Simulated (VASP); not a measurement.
# InGa3P4 (P-43m) in VASP: relaxation of cell and atoms with PBE

Aim: the relaxation of cell and atoms of InGa3P4 with PBE.

All numbers are computed with VASP 6.6.1; they aren't measurements. Logs are shortened: lines on timing, memory, paths and dates and some standing lists are left out, and cuts for length are marked.

**1. The cell of the first run**

The structure is cubic, space group P-43m (No. 215). Conventional cell: a = 5.621 Å, b = 5.621 Å, c = 5.621 Å, α = 90.00°, β = 90.00°, γ = 90.00°. Within 3.3 Å of In (site symmetry -43m) lie 4 P at 2.53 Å. Ga (site symmetry -42m) has 4 P at 2.40 Å within 3.2 Å. P (site symmetry 3m) has 3 Ga at 2.40 Å and 1 In at 2.53 Å within 3.2 Å.

**2. Relaxation of cell and atoms, PBE**

Contents of INCAR:

```
SYSTEM = InGa3P4
PREC = Accurate
ENCUT = 600
EDIFF = 1E-6
ISMEAR = 0
SIGMA = 0.02
LREAL = .FALSE.
LASPH = .TRUE.
NELM = 80
ALGO = Normal
ISIF = 3
LWAVE = .FALSE.
LCHARG = .FALSE.
GGA = PE
IBRION = 2
NSW = 100
EDIFFG = -0.01
```

Contents of KPOINTS:

```
Automatic mesh
0
G
  6 6 6
  0 0 0
```

Contents of POSCAR:

```
InGa3P4
1.0
    5.6208979567      0.0000000000      0.0000000000
    0.0000000000      5.6208979567      0.0000000000
    0.0000000000      0.0000000000      5.6208979567
In Ga P
1 3 4
Direct
    0.5000000000      0.5000000000      0.5000000000
    0.0000000000      0.0000000000      0.5000000000
    0.0000000000      0.5000000000      0.0000000000
    0.5000000000      0.0000000000      0.0000000000
    0.7600127525      0.7600127525      0.7600127525
    0.7600127525      0.2399872475      0.2399872475
    0.2399872475      0.7600127525      0.2399872475
    0.2399872475      0.2399872475      0.7600127525
```

Potentials or basis: VASP PAW PBE potentials, release 64 (In_d, Ga_d, P).

The run is started by

```sh
$ cat potpaw_PBE.64/In_d/POTCAR potpaw_PBE.64/Ga_d/POTCAR potpaw_PBE.64/P/POTCAR > POTCAR
$ mpirun -np 1 vasp_std > vasp.out
```

OUTCAR:

```text
SYSTEM = InGa3P4
   PREC = Accurate
   ENCUT = 600
   EDIFF = 1E-6
   ISMEAR = 0
   LREAL = .FALSE.
   LASPH = .TRUE.
   NELM = 80
   ISIF = 3
   GGA = PE
   IBRION = 2
   NSW = 100
   EDIFFG = -0.01

 ion  position               nearest neighbor table
   1  0.500  0.500  0.500-   5 2.53   6 2.53   7 2.53   8 2.53
   2  0.000  0.000  0.500-   5 2.40   6 2.40   7 2.40   8 2.40
   3  0.000  0.500  0.000-   5 2.40   6 2.40   7 2.40   8 2.40
   4  0.500  0.000  0.000-   5 2.40   6 2.40   7 2.40   8 2.40
   5  0.760  0.760  0.760-   2 2.40   3 2.40   4 2.40   1 2.53
   6  0.760  0.240  0.240-   2 2.40   3 2.40   4 2.40   1 2.53
   7  0.240  0.760  0.240-   2 2.40   3 2.40   4 2.40   1 2.53
   8  0.240  0.240  0.760-   2 2.40   3 2.40   4 2.40   1 2.53

  LATTYP: Found a simple cubic cell.
 ALAT       =     5.6208979567

  Lattice vectors:

 A1 = (   5.6208979567,   0.0000000000,   0.0000000000)
 A2 = (   0.0000000000,   5.6208979567,   0.0000000000)
 A3 = (   0.0000000000,   0.0000000000,   5.6208979567)

Analysis of symmetry for initial positions (statically):
=====================================================================
 Subroutine PRICEL returns:
 Original cell was already a primitive cell.

 Routine SETGRP: Setting up the symmetry group for a
 simple cubic supercell.

 Subroutine GETGRP returns: Found 24 space group operations
 (whereof 24 operations were pure point group operations)
 out of a pool of 48 trial point group operations.

The static configuration has the point symmetry T_d .

Analysis of symmetry for dynamics (positions and initial velocities):
=====================================================================
 Subroutine PRICEL returns:
 Original cell was already a primitive cell.

 Routine SETGRP: Setting up the symmetry group for a
 simple cubic supercell.

 Subroutine GETGRP returns: Found 24 space group operations
 (whereof 24 operations were pure point group operations)
 out of a pool of 48 trial point group operations.

The dynamic configuration has the point symmetry T_d .

 Subroutine INISYM returns: Found 24 space group operations
 (whereof 24 operations are pure point group operations),
 and found     1 'primitive' translations

----------------------------------------------------------------------------------------

                                     Primitive cell

  volume of cell :     177.5894

  direct lattice vectors                    reciprocal lattice vectors
     5.620897957  0.000000000  0.000000000     0.177907517  0.000000000  0.000000000
     0.000000000  5.620897957  0.000000000     0.000000000  0.177907517  0.000000000
     0.000000000  0.000000000  5.620897957     0.000000000  0.000000000  0.177907517

  length of vectors
     5.620897957  5.620897957  5.620897957     0.177907517  0.177907517  0.177907517

  position of ions in fractional coordinates (direct lattice)
     0.500000000  0.500000000  0.500000000
     0.000000000  0.000000000  0.500000000
     0.000000000  0.500000000  0.000000000
     0.500000000  0.000000000  0.000000000
     0.760012753  0.760012753  0.760012753
     0.760012753  0.239987247  0.239987247
     0.239987247  0.760012753  0.239987247
     0.239987247  0.239987247  0.760012753

  ion indices of the primitive-cell ions
   primitive index   ion index
                 1           1
                 2           2
                 3           3
                 4           4
                 5           5
                 6           6
                 7           7
                 8           8

----------------------------------------------------------------------------------------

 KPOINTS: Automatic mesh

Automatic generation of k-mesh.
 Grid dimensions read from file:
 generate k-points for:    6    6    6

 Generating k-lattice:

  Cartesian coordinates                     Fractional coordinates (reciprocal lattice)
     0.029651253  0.000000000  0.000000000     0.166666667  0.000000000  0.000000000
     0.000000000  0.029651253  0.000000000     0.000000000  0.166666667  0.000000000
     0.000000000  0.000000000  0.029651253     0.000000000  0.000000000  0.166666667

  Length of vectors
     0.029651253  0.029651253  0.029651253

  Shift w.r.t. Gamma in fractional coordinates (k-lattice)
     0.000000000  0.000000000  0.000000000

 Subroutine IBZKPT returns following result:
 ===========================================

 Found     20 irreducible k-points:

 Following reciprocal coordinates:
            Coordinates               Weight
  0.000000  0.000000  0.000000      1.000000
  0.166667  0.000000  0.000000      6.000000
  0.333333  0.000000  0.000000      6.000000
  0.500000  0.000000  0.000000      3.000000
  0.166667  0.166667  0.000000     12.000000
  0.333333  0.166667  0.000000     24.000000
[... 12 lines left out ...]
  0.500000  0.500000  0.333333      6.000000
  0.500000  0.500000  0.500000      1.000000
   k-points           NKPTS =     20   k-points in BZ     NKDIM =     20   number of bands    NBANDS=     43
   number of dos      NEDOS =    301   number of ions     NIONS =      8
   total plane-waves  NPLWV = 110592
   dimension x,y,z NGX =    48 NGY =   48 NGZ =   48
   dimension x,y,z NGXF=    96 NGYF=   96 NGZF=   96
   ions per type =               1   3   4
   NGX,Y,Z   is equivalent  to a cutoff of  14.20, 14.20, 14.20 a.u.
   NGXF,Y,Z  is equivalent  to a cutoff of  28.39, 28.39, 28.39 a.u.
 SYSTEM =  InGa3P4
   PREC   = accura    normal or accurate (medium, high low for compatibility)
   ISTART =      0    job   : 0-new  1-cont  2-samecut
   ICHARG =      2    charge: 1-file 2-atom 10-const
   ISPIN  =      1    spin polarized calculation?
   LNONCOLLINEAR =      F non collinear calculations
   LSORBIT =      F    spin-orbit coupling
   LASPH  =      T    aspherical Exc in radial PAW
   ENCUT  =  600.0 eV  44.10 Ry    6.64 a.u.  11.23 11.23 11.23*2*pi/ulx,y,z
   NELM   =     80;   NELMIN=  2; NELMDL= -5     # of ELM steps
   EDIFF  = 0.1E-05   stopping-criterion for ELM
   LREAL  =      F    real-space projection
   EDIFFG = -.1E-01   stopping-criterion for IOM
   NSW    =    100    number of steps for IOM
   IBRION =      2    ionic relax: 0-MD 1-quasi-New 2-CG
   NFREE  =      1    steps in history (QN), initial steepest desc. (CG)
   ISIF   =      3    stress and relaxation
   ISYM   =      2    0-nonsym 1-usesym 2-fastsym
   POTIM  = 0.5000    time-step for ionic-motion
   TEBEG  =    0.0;   TEEND  =   0.0 temperature during run
   PSTRESS=    0.0 pullay stress
   NELECT =      72.0000    total number of electrons
   NUPDOWN=      -1.0000    fix difference up-down
   EMIN   =  10.00;   EMAX   =-10.00  energy-range for DOS
   EFERMI =   0.00;   METHOD = LEGACY
   ISMEAR =     0;   SIGMA  =   0.02  broadening in eV -4-tet -1-fermi 0-gaus
   EFERMI_NEDOS =   21; number of points for ismear=-14 and -15
   IALGO  =     38    algorithm
   IMIX   =      4    mixing-type and parameters
     AMIX     =   0.40;   BMIX     =  1.00
     AMIX_MAG =   1.60;   BMIX_MAG =  1.00
  volume/ion in A,a.u.               =      22.20       149.80
  Fermi-wavevector in a.u.,A,eV,Ry     =   1.211658  2.289701 19.974910  1.468114
  Thomas-Fermi vector in A             =   2.347166
   LORBIT       =      0    0 simple, 1 ext, 2 COOP (PROOUT), +10 PAW based schemes
   GGA     = PE    functional components
   LHFCALC =     F    Hartree Fock is set to
   AEXX    =    0.0000 exact exchange contribution
   IVDW    =     0    specifies the selected vdW correction
   LEPSILON=     F    determine dielectric tensor
   LRPA    =     F    only Hartree local field effects (RPA)
 conjugate gradient relaxation of ions
 non-spin polarized calculation
 Gauss-broadening in eV      SIGMA  =   0.02
  energy-cutoff  :      600.00
  volume of cell :      177.59
 maximum number of plane-waves:      6031
 NGX is ok and might be reduce to    48
   NGX = 23   NGY = 23   NGZ = 23

 number of electron      71.9999974 magnetization

 Free energy of the ion-electron system (eV)
  ---------------------------------------------------
  ext. energy  EPLUGINS =         0.00000000
  ---------------------------------------------------
  free energy    TOTEN  =       -35.61962183 eV

  energy without entropy =      -35.61962183  energy(sigma->0) =      -35.61962183

 E-fermi :   4.5759     XC(G=0):  -9.5320

 val. band max:        4.4743770166   @ k =   0.0000   0.0000   0.0000
 cond. band min:       5.5155536934   @ k =   0.0000   0.0000   0.0000
 fundamental gap:      1.0411766768
 Fermi energy:         4.5758960510

 k-point     1 :       0.0000    0.0000    0.0000
  band No.  band energies     occupation
      1     -10.1323      2.00000
      2     -10.1323      2.00000
      3     -10.1323      2.00000
      4     -10.0453      2.00000
      5     -10.0453      2.00000
      6     -10.0453      2.00000
[... 35 lines left out ...]
     42       6.5271      0.00000
     43       6.5271      0.00000

 k-point     2 :       0.1667    0.0000    0.0000
  band No.  band energies     occupation
      1     -10.1289      2.00000
      2     -10.1289      2.00000
      3     -10.1280      2.00000
      4     -10.0511      2.00000
      5     -10.0438      2.00000
      6     -10.0438      2.00000
[... 35 lines left out ...]
     42       6.9743      0.00000
     43       6.9885      0.00000

 k-point     3 :       0.3333    0.0000    0.0000
  band No.  band energies     occupation
      1     -10.1216      2.00000
      2     -10.1216      2.00000
      3     -10.1169      2.00000
      4     -10.0647      2.00000
      5     -10.0397      2.00000
      6     -10.0397      2.00000
[... 735 lines left out ...]
      6     -10.0366      2.00000
[... 35 lines left out ...]
     42       8.9879      0.00000
     43       9.1301      0.00000

 k-point    20 :       0.5000    0.5000    0.5000
  band No.  band energies     occupation
      1     -10.1165      2.00000
      2     -10.0989      2.00000
      3     -10.0989      2.00000
      4     -10.0989      2.00000
      5     -10.0377      2.00000
      6     -10.0377      2.00000
[... 35 lines left out ...]
     42       8.9752      0.00000
     43       8.9779      0.00000

------------------------ aborting loop because EDIFF is reached ----------------------------------------

  FORCE on cell =-STRESS in cart. coord.  units (eV):
  Direction    XX          YY          ZZ          XY          YZ          ZX
  --------------------------------------------------------------------------------------
  -------------------------------------------------------------------------------------
  Total       -0.0354433     -0.0354433     -0.0354433      0.0000000      0.0000000      0.0000000
  in kB       -0.3197623     -0.3197623     -0.3197623      0.0000000      0.0000000      0.0000000
  external PRESSURE =      -0.3197623 kB  Pullay stress =       0.0000000 kB

 VOLUME and BASIS-vectors are now :
 -----------------------------------------------------------------------------
  energy-cutoff  :      600.00
  volume of cell :      177.59
      direct lattice vectors                 reciprocal lattice vectors
     5.620897957  0.000000000  0.000000000     0.177907517  0.000000000  0.000000000
     0.000000000  5.620897957  0.000000000     0.000000000  0.177907517  0.000000000
     0.000000000  0.000000000  5.620897957     0.000000000  0.000000000  0.177907517

 POSITION                                       TOTAL-FORCE (eV/Angst)
 -----------------------------------------------------------------------------------
      2.81045      2.81045      2.81045        -0.000000     -0.000000     -0.000000
      0.00000      0.00000      2.81045        -0.000000      0.000000     -0.000000
      0.00000      2.81045      0.00000        -0.000000     -0.000000     -0.000000
      2.81045      0.00000      0.00000        -0.000000      0.000000     -0.000000
      4.27195      4.27195      4.27195        -0.003498     -0.003498     -0.003498
      4.27195      1.34894      1.34894        -0.003498      0.003498      0.003498
      1.34894      4.27195      1.34894         0.003498     -0.003498      0.003498
      1.34894      1.34894      4.27195         0.003498      0.003498     -0.003498
 -----------------------------------------------------------------------------------
    total drift:                                0.000000      0.000000      0.000000

  FREE ENERGIE OF THE ION-ELECTRON SYSTEM (eV)
  ---------------------------------------------------
  free  energy   TOTEN  =       -35.6196218278 eV

  energy  without entropy=      -35.6196218278  energy(sigma->0) =      -35.61962183

 reached required accuracy - stopping structural energy minimisation
```

Wall time 3.6 min (1 thread of Intel Xeon Platinum 8488C (Sapphire Rapids), shared host); peak memory 0.42 GiB.

What came out:

```
Free energy                  : -35.6196 eV
Pressure after relaxing      : 0.0 GPa
Largest force after relaxing : 0.006 eV/Å
Band gap on the k mesh       : 1.04 eV
```

Forces in eV/Å, atoms in the order of the input:
```
In   0.000  0.000  0.000
Ga   0.000  0.000  0.000
Ga   0.000  0.000  0.000
Ga   0.000  0.000  0.000
P   -0.003 -0.003 -0.003
P   -0.003  0.003  0.003
P    0.003 -0.003  0.003
P    0.003  0.003 -0.003
```

Final structure:
```
CELL_PARAMETERS angstrom
5.62090 0.00000 0.00000
0.00000 5.62090 0.00000
0.00000 0.00000 5.62090
ATOMIC_POSITIONS crystal
In 0.50000 0.50000 0.50000
Ga 0.00000 0.00000 0.50000
Ga 0.00000 0.50000 0.00000
Ga 0.50000 0.00000 0.00000
P 0.76001 0.76001 0.76001
P 0.76001 0.23999 0.23999
P 0.23999 0.76001 0.23999
P 0.23999 0.23999 0.76001
```

Caveat: the relaxation stopped at its first step, so nothing moved; spin-orbit coupling is left out, which moves the levels of the heavy elements.
